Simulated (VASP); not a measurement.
Input of a VASP 6.6.1 run:

Contents of INCAR:

```
PREC = Accurate ; ENCUT = 520
EDIFF = 1E-7 ; ISMEAR = 0
SIGMA = 0.15 ; LREAL = F
LASPH = T ; NELM = 100
ALGO = Fast ; ISIF = 2
LWAVE = F ; LCHARG = F
GGA = PS ; NBANDS = 8
```

The input KPOINTS:

```
regular mesh
0
Gamma
  28 28 28
```

POSCAR

```
Al
1.0
   -2.3613173691      1.6866552637      1.6866552637
    1.6866552637     -2.3613173691      1.6866552637
    1.6866552637      1.6866552637     -2.3613173691
Al
1
Direct
    0.0000000000      0.0000000000      0.0000000000
```

Potentials or basis: VASP PAW PBE potentials, release 64 (Al).

Run with:

```bash
$ cat potpaw_PBE.64/Al/POTCAR > POTCAR
$ mpirun -np 1 vasp_std > vasp.out
```

Problem. Predict the band gap on the k mesh.

Solution. Zero (an odd number of electrons rules out a gap without spin polarisation).

Problem. Predict the pressure.

Solution. 95.4 GPa.

Stress tensor (GPa, compression positive):
```
 95.40 110.12 110.12
110.12  95.40 110.12
110.12 110.12  95.40
```

Caveat: the cell stands under pressure; the PAW data sets were made with another functional, which shifts forces and pressure a little.
